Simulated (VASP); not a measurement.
# Ti2B2Os (P6/mmm) in VASP: a series of runs

The runs below take Ti2B2Os through relaxation of cell and atoms, single point, with PBE.

Everything below comes from runs of VASP 6.6.1. Logs are shortened: lines on timing, memory, paths and dates and some standing lists are left out, and cuts for length are marked.

## Step 1: The cell of the first run

The structure is hexagonal, space group P6/mmm (No. 191). Conventional cell: a = 3.545 Å, b = 3.545 Å, c = 5.278 Å, α = 90.00°, β = 90.00°, γ = 120.00°. Ti (site symmetry -6m2) has 3 Ti at 2.05 Å and 2 B at 2.64 Å within 2.7 Å. B (site symmetry -6m2) has 3 Os at 2.05 Å and 3 B at 2.05 Å and 2 Ti at 2.64 Å within 2.7 Å. Within 2.7 Å of Os (site symmetry 6/mmm) lie 6 B at 2.05 Å.

The cell was generated, and may not be a known phase.

## Step 2: Relaxation of cell and atoms, PBE

Input file INCAR:

```
PREC = Accurate
ENCUT = 600
EDIFF = 1E-6
ISMEAR = 0
SIGMA = 0.1
LREAL = F
LASPH = T
NELM = 80
ALGO = Fast
ISIF = 3
LWAVE = F
LCHARG = F
GGA = PE
IBRION = 2
NSW = 90
EDIFFG = -0.04
```

Input file KPOINTS:

```
regular mesh
0
Gamma
  6 6 4
```

Input file POSCAR:

```
Ti2B2Os
1.0
    3.5446794200      0.0000000000      0.0000000000
   -1.7723397100      3.0697824300      0.0000000000
    0.0000000000      0.0000000000      5.2778791300
Ti B Os
2 2 1
Direct
    0.3333333300      0.6666666700      0.5000000000
    0.6666666700      0.3333333300      0.5000000000
    0.3333333300      0.6666666700      0.0000000000
    0.6666666700      0.3333333300      0.0000000000
    0.0000000000      0.0000000000      0.0000000000
```

Potentials or basis: VASP PAW PBE potentials, release 64 (Ti_sv, B, Os).

Command:

```sh
> cat potpaw_PBE.64/Ti_sv/POTCAR potpaw_PBE.64/B/POTCAR potpaw_PBE.64/Os/POTCAR > POTCAR
> mpirun -np 1 vasp_std > vasp.out
```

OUTCAR:

```text
PREC = Accurate
   ENCUT = 600
   EDIFF = 1E-6
   ISMEAR = 0
   LREAL = F
   LASPH = T
   NELM = 80
   ISIF = 3
   GGA = PE
   IBRION = 2
   NSW = 90
   EDIFFG = -0.04

 ion  position               nearest neighbor table
   1  0.333  0.667  0.500-   2 2.05   2 2.05   2 2.05
   2  0.667  0.333  0.500-   1 2.05   1 2.05   1 2.05
   3  0.333  0.667  0.000-   5 2.05   4 2.05   4 2.05   5 2.05   5 2.05   4 2.05
   4  0.667  0.333  0.000-   5 2.05   3 2.05   3 2.05   5 2.05   5 2.05   3 2.05
   5  0.000  0.000  0.000-   3 2.05   4 2.05   4 2.05   3 2.05   4 2.05   3 2.05

  LATTYP: Found a hexagonal cell.
 ALAT       =     3.5446794200
 C/A-ratio  =     1.4889580988

  Lattice vectors:

 A1 = (   3.5446794200,   0.0000000000,   0.0000000000)
 A2 = (  -1.7723397100,   3.0697824300,   0.0000000000)
 A3 = (   0.0000000000,   0.0000000000,   5.2778791300)

Analysis of symmetry for initial positions (statically):
=====================================================================
 Subroutine PRICEL returns:
 Original cell was already a primitive cell.

 Routine SETGRP: Setting up the symmetry group for a
 hexagonal supercell.

 Subroutine GETGRP returns: Found 24 space group operations
 (whereof 24 operations were pure point group operations)
 out of a pool of 24 trial point group operations.

The static configuration has the point symmetry D_6h.

Analysis of symmetry for dynamics (positions and initial velocities):
=====================================================================
 Subroutine PRICEL returns:
 Original cell was already a primitive cell.

 Routine SETGRP: Setting up the symmetry group for a
 hexagonal supercell.

 Subroutine GETGRP returns: Found 24 space group operations
 (whereof 24 operations were pure point group operations)
 out of a pool of 24 trial point group operations.

The dynamic configuration has the point symmetry D_6h.

 Subroutine INISYM returns: Found 24 space group operations
 (whereof 24 operations are pure point group operations),
 and found     1 'primitive' translations

----------------------------------------------------------------------------------------

                                     Primitive cell

  volume of cell :      57.4307
[... 89 lines left out ...]
   ENCUT  =  600.0 eV  44.10 Ry    6.64 a.u.   7.08  7.08 10.54*2*pi/ulx,y,z
   NELM   =     80;   NELMIN=  2; NELMDL= -5     # of ELM steps
   EDIFF  = 0.1E-05   stopping-criterion for ELM
   LREAL  =      F    real-space projection
   EDIFFG = -.4E-01   stopping-criterion for IOM
   NSW    =     90    number of steps for IOM
   IBRION =      2    ionic relax: 0-MD 1-quasi-New 2-CG
   NFREE  =      1    steps in history (QN), initial steepest desc. (CG)
   ISIF   =      3    stress and relaxation
   ISYM   =      2    0-nonsym 1-usesym 2-fastsym
   POTIM  = 0.5000    time-step for ionic-motion
   TEBEG  =    0.0;   TEEND  =   0.0 temperature during run
   PSTRESS=    0.0 pullay stress
   NELECT =      38.0000    total number of electrons
   NUPDOWN=      -1.0000    fix difference up-down
   EMIN   =  10.00;   EMAX   =-10.00  energy-range for DOS
   EFERMI =   0.00;   METHOD = LEGACY
   ISMEAR =     0;   SIGMA  =   0.10  broadening in eV -4-tet -1-fermi 0-gaus
   EFERMI_NEDOS =   21; number of points for ismear=-14 and -15
   IALGO  =     68    algorithm
   IMIX   =      4    mixing-type and parameters
     AMIX     =   0.40;   BMIX     =  1.00
     AMIX_MAG =   1.60;   BMIX_MAG =  1.00
  volume/ion in A,a.u.               =      11.49        77.51
  Fermi-wavevector in a.u.,A,eV,Ry     =   1.426553  2.695795 27.688598  2.035055
  Thomas-Fermi vector in A             =   2.546818
   LORBIT       =      0    0 simple, 1 ext, 2 COOP (PROOUT), +10 PAW based schemes
   GGA     = PE    functional components
   LHFCALC =     F    Hartree Fock is set to
   AEXX    =    0.0000 exact exchange contribution
   IVDW    =     0    specifies the selected vdW correction
   LEPSILON=     F    determine dielectric tensor
   LRPA    =     F    only Hartree local field effects (RPA)
 conjugate gradient relaxation of ions
 non-spin polarized calculation
 RMM-DIIS sequential band-by-band and
 Gauss-broadening in eV      SIGMA  =   0.10
  energy-cutoff  :      600.00
  volume of cell :       57.43
 maximum number of plane-waves:      1944
   NGX = 15   NGY = 15   NGZ = 21

--------------------------------------- Ionic step        1  -------------------------------------------

 number of electron      37.9999996 magnetization

 Free energy of the ion-electron system (eV)
  ---------------------------------------------------
  ext. energy  EPLUGINS =         0.00000000
  ---------------------------------------------------
  free energy    TOTEN  =       -33.25072031 eV

  energy without entropy =      -33.21960164  energy(sigma->0) =      -33.23516097

------------------------ aborting loop EDIFF was not reached (unconverged)  ----------------------------

  FORCE on cell =-STRESS in cart. coord.  units (eV):
  Direction    XX          YY          ZZ          XY          YZ          ZX
  --------------------------------------------------------------------------------------
  -------------------------------------------------------------------------------------
  Total       21.6974494     21.6974495     -7.8874880      0.0000000      0.0000000      0.0000000
  in kB      605.3064011    605.3064027   -220.0418520      0.0000000      0.0000000      0.0000000
  external PRESSURE =     330.1903173 kB  Pullay stress =       0.0000000 kB
[... 98 lines left out ...]
  FREE ENERGIE OF THE ION-ELECTRON SYSTEM (eV)
  ---------------------------------------------------
  free  energy   TOTEN  =       -34.9354159136 eV

  energy  without entropy=      -34.8904532091  energy(sigma->0) =      -34.91293456

[... ionic steps 4 to 7 ...]

--------------------------------------- Ionic step        8  -------------------------------------------

 number of electron      38.0000009 magnetization

------------------------ aborting loop because EDIFF is reached ----------------------------------------
[... 73 lines left out ...]
--------------------------------------- Ionic step       10  -------------------------------------------

 number of electron      38.0000003 magnetization

 Free energy of the ion-electron system (eV)
  ---------------------------------------------------
  ext. energy  EPLUGINS =         0.00000000
  ---------------------------------------------------
  free energy    TOTEN  =       -36.66493729 eV

  energy without entropy =      -36.62751523  energy(sigma->0) =      -36.64622626

 E-fermi :   8.5095     XC(G=0): -12.4244

 val. band max:        8.4770736372   @ k =   0.3333   0.1667   0.2500
 cond. band min:       8.5106710217   @ k =   0.3333   0.0000   0.2500
 fundamental gap:      0.0335973845
 Fermi energy:         8.5095023500

 k-point     1 :       0.0000    0.0000    0.0000
  band No.  band energies     occupation
      1     -48.0318      2.00000
      2     -47.2990      2.00000
      3     -24.9132      2.00000
      4     -24.9132      2.00000
      5     -24.2112      2.00000
      6     -23.6804      2.00000
[... 567 lines left out ...]
  FREE ENERGIE OF THE ION-ELECTRON SYSTEM (eV)
  ---------------------------------------------------
  free  energy   TOTEN  =       -36.6649372864 eV

  energy  without entropy=      -36.6275152258  energy(sigma->0) =      -36.64622626

 reached required accuracy - stopping structural energy minimisation
```

CONTCAR:

```text
Ti2B2Os
   1.00000000000000
     3.9723179643946112   -0.0000000000000000    0.0000000000000000
    -1.9861589821973056    3.4401282744670780   -0.0000000000000000
    -0.0000000000000000    0.0000000000000000    4.3783527149891546
  Ti              B               Os
     2     2     1
Direct
     0.3333333300000021    0.6666666699999979    0.5000000000000000
     0.6666666699999979    0.3333333300000021    0.5000000000000000
     0.3333333300000021    0.6666666699999979    0.0000000000000000
     0.6666666699999979    0.3333333300000021    0.0000000000000000
     0.0000000000000000    0.0000000000000000    0.0000000000000000

  0.00000000E+00  0.00000000E+00  0.00000000E+00
  0.00000000E+00  0.00000000E+00  0.00000000E+00
  0.00000000E+00  0.00000000E+00  0.00000000E+00
  0.00000000E+00  0.00000000E+00  0.00000000E+00
  0.00000000E+00  0.00000000E+00  0.00000000E+00
```

It took 28 min on 1 thread of Intel Xeon 8259CL, shared host; peak memory 0.23 GiB.

Results:

```yaml
Free_energy: -36.6649 eV
Relaxed_volume: 11.97 Å³/atom
Relaxed_cell: a = 3.972 Å, b = 3.972 Å, c = 4.378 Å, α = 90.00°, β = 90.00°, γ = 120.00°
Space_group_after_relaxing_to_0.1_Å: P6/mmm (No. 191)
Pressure_after_relaxing: 0.1 GPa
Band_gap_on_the_k_mesh: zero (bands 19 and 20 overlap by 1.08 eV)
```

Stress tensor (GPa, compression positive):
```
0.02 0.00 0.00
0.00 0.02 0.00
0.00 0.00 0.23
```

Final structure:
```yaml
crystal:
  lattice:
    - [3.97232, 0.00000, 0.00000]
    - [-1.98616, 3.44013, 0.00000]
    - [0.00000, 0.00000, 4.37835]
  atoms:
    - { symbol: Ti, position: [0.33333, 0.66667, 0.50000] }
    - { symbol: Ti, position: [0.66667, 0.33333, 0.50000] }
    - { symbol: B, position: [0.33333, 0.66667, 0.00000] }
    - { symbol: B, position: [0.66667, 0.33333, 0.00000] }
    - { symbol: Os, position: [0.00000, 0.00000, 0.00000] }
```

Levels at points of the mesh, in eV from the Fermi level:
```csv
k point,band 15,band 16,band 17,band 18,band 19,band 20,band 21,band 22,band 23
"(0.00, 0.00, 0.00)",-1.84,-1.84,-0.28,-0.28,-0.10,-0.10,0.38,1.41,1.41
"(0.50, 0.00, 0.00)",-2.86,-2.58,-1.72,-0.50,-0.25,0.02,1.28,1.62,2.50
"(0.00, 0.00, 0.50)",-2.12,-1.22,-0.49,-0.42,0.89,0.97,0.97,1.30,1.30
"(0.50, 0.00, 0.50)",-2.63,-2.24,-1.82,-1.63,-0.39,-0.19,0.81,2.01,2.74
```

Caveat: a cell axis changed by over 15 % at a fixed basis, so the end point is rough; spin-orbit coupling is left out, which moves the levels of the heavy elements.

## Step 3: Single point, PBE, collinear spin

This run uses another cell than the first one, of 11.96 Å³/atom.

Input file INCAR:

```
PREC = Accurate
ENCUT = 520
EDIFF = 1E-6
ISMEAR = 0
SIGMA = 0.1
LREAL = F
LASPH = T
NELM = 150
ALGO = Fast
ISIF = 2
LWAVE = F
LCHARG = T
ISPIN = 2
MAGMOM = 1 1 0 0 1
LORBIT = 11
LMAXMIX = 4
GGA = PE
LELF = T
LVHAR = T
NBANDS = 31
```

Input file KPOINTS:

```
Automatic mesh
0
Gamma
  6 6 4
```

Input file POSCAR:

```
Ti2B2Os
1.0
    3.9691148495      0.0000000000      0.0000000000
   -1.9845574247      3.4373542902      0.0000000000
    0.0000000000      0.0000000000      4.3813949489
Ti B Os
2 2 1
Direct
    0.3333333333      0.6666666667      0.5000000000
    0.6666666667      0.3333333333      0.5000000000
    0.3333333333      0.6666666667      0.0000000000
    0.6666666667      0.3333333333      0.0000000000
    0.0000000000      0.0000000000      0.0000000000
```

Potentials or basis: VASP PAW PBE potentials, release 64 (Ti_sv, B, Os).

Command:

```sh
> cat potpaw_PBE.64/Ti_sv/POTCAR potpaw_PBE.64/B/POTCAR potpaw_PBE.64/Os/POTCAR > POTCAR
> mpirun -np 1 vasp_std > vasp.out
```

Run time: 3.3 min. Hardware: 1 thread of Intel Xeon 8259CL, shared host; peak memory 0.25 GiB.

The run converged. Its results:

```yaml
Free_energy: -36.7028 eV
Pressure: 1.3 GPa
Net_moment: 1.25 μB per cell
Site_moments: Ti +0.57; B -0.00; Os +0.00 μB
Valence_electrons_inside_the_program's_atomic_spheres: Ti 10.67; B 1.72; Os 7.31
```

Stress tensor (GPa, compression positive):
```
1.63 0.00 0.00
0.00 1.63 0.00
0.00 0.00 0.52
```

Levels at points of the mesh, in eV from the Fermi level:
Spin up:
```
           k point  band 18  band 19  band 20  band 21  band 22  band 23
(0.00, 0.00, 0.00)    -0.46    -0.31    -0.31     0.15     1.03     1.03
(0.50, 0.00, 0.00)    -0.87    -0.59    -0.35     1.16     1.49     2.42
(0.00, 0.00, 0.50)    -0.50     0.80     0.80     0.83     0.83     0.91
(0.50, 0.00, 0.50)    -1.70    -0.67    -0.54     0.51     1.86     1.95
```
Spin down:
| k point | band 16 | band 17 | band 18 | band 19 | band 20 | band 21 |
| --- | --- | --- | --- | --- | --- | --- |
| (0.00, 0.00, 0.00) | -1.86 | -0.15 | -0.15 | 0.07 | 0.07 | 0.60 |
| (0.50, 0.00, 0.00) | -2.60 | -1.65 | -0.16 | 0.07 | 0.38 | 1.36 |
| (0.00, 0.00, 0.50) | -1.21 | -0.48 | -0.30 | 0.93 | 0.93 | 1.09 |
| (0.50, 0.00, 0.50) | -2.23 | -1.63 | -1.61 | -0.12 | 0.13 | 1.09 |

Caveat: spin-orbit coupling is left out, which moves the levels of the heavy elements.

The gap in the log of VASP goes by the Fermi energy; the results here count the filled bands.